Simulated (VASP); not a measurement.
Set up this calculation in VASP 6.6.1, as the native input.

```
Task                   : relaxation of cell and atoms
Functional             : LDA
Potentials or basis    : VASP PAW LDA potentials, release 64 (Bi_d)
Cutoff                 : 600 eV
k mesh                 : 9 × 9 × 9
Occupations            : fermi-dirac, width 0.05 eV
Spin                   : no spin polarisation
Dipole correction      : no
Further INCAR settings : ALGO = Normal; EDIFF = 1e-06; IBRION = 2; EDIFFG = -0.005; NSW = 80; ISIF = 3
```

The structure of Bi lies in POSCAR:

```
Bi
1.0
   -1.9814305318      1.9814305318      1.9814305318
    1.9814305318     -1.9814305318      1.9814305318
    1.9814305318      1.9814305318     -1.9814305318
Bi
1
Direct
    0.0000000000      0.0000000000      0.0000000000
```

These files were run (other wordings do the same):

INCAR

```
SYSTEM = Bi
  PREC = Accurate
  ENCUT = 600
  EDIFF = 1E-6
  ISMEAR = -1
  SIGMA = 0.05
  LREAL = .False.
  LASPH = .True.
  NELM = 60
  ALGO = Normal
  ISIF = 3
  LWAVE = .False.
  LCHARG = .False.
  IBRION = 2
  NSW = 80
  EDIFFG = -0.005
```

KPOINTS

```
Automatic mesh
0
Gamma
  9 9 9
  0 0 0
```

Potentials or basis: VASP PAW LDA potentials, release 64 (Bi_d).

Command:

```sh
$ cat potpaw_LDA.64/Bi_d/POTCAR > POTCAR
$ mpirun -np 1 vasp_std > vasp.out
```

It gave:

```
Relaxed volume                         : 29.42 Å³/atom
Relaxed cell                           : a = 3.368 Å, b = 3.368 Å, c = 3.368 Å, α = 109.47°, β = 109.47°, γ = 109.47°
Space group after relaxing (to 0.05 Å) : Im-3m (No. 229)
Energy gained by relaxing              : 17.7 meV/atom
Ionic steps                            : 3
Pressure after relaxing                : 0.0 GPa
```

Wall time 50 s on 1 thread of Intel Xeon 8259CL (shared host), peak memory 0.15 GiB.
